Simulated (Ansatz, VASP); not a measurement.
CaPtCl6 in VASP and in Ansatz

```xyz
8
Lattice="0.0000 5.0791 5.0791 5.0791 0.0000 5.0791 5.0791 5.0791 0.0000" Properties=species:S:1:pos:R:3 pbc="T T T"
Ca    5.0791    5.0791    5.0791
Pt    0.0000    0.0000    0.0000
Cl    2.3397    5.0791    5.0791
Cl    7.8184    5.0791    5.0791
Cl    5.0791    2.3397    5.0791
Cl    5.0791    7.8184    5.0791
Cl    5.0791    5.0791    2.3397
Cl    5.0791    5.0791    7.8184
```

Alike in both runs: functional PBE; k mesh 6 × 6 × 6; occupations gaussian, width 0.02 eV; no spin polarisation.

Ansatz relaxed the structure, and its values are those at the end. VASP's run is a single point on that final structure, the one shown.

|  | VASP | Ansatz |
| --- | --- | --- |
| version | VASP 6.6.1 | Ansatz 0.2.0 |
| potentials or method | VASP PAW PBE potentials, release 64 (Ca_sv, Pt, Cl), cutoff 520 eV | scalar-relativistic, plane waves, PAW |
| valence electrons in the cell | 62 | 70 |

|  | VASP | Ansatz | Ansatz less VASP |
| --- | --- | --- | --- |
| gap on the k mesh at the Fermi level (eV) | 1.16 | 1.15 | -0.006 |
| least direct gap on the mesh (eV) | 1.16 | 1.15 | -0.006 |
| pressure (GPa) | -0.1 | 0.0 | +0.12 |
| rms of the force components (eV/Å) | 0.026 | 0.004 | -0.0224 |

VASP's potentials hold 62 valence electrons a cell and Ansatz's 70, so a difference there can come from the potentials and not from the codes. Ansatz's warnings: xc potential rough in thin density.

Neither program's run includes spin-orbit coupling.
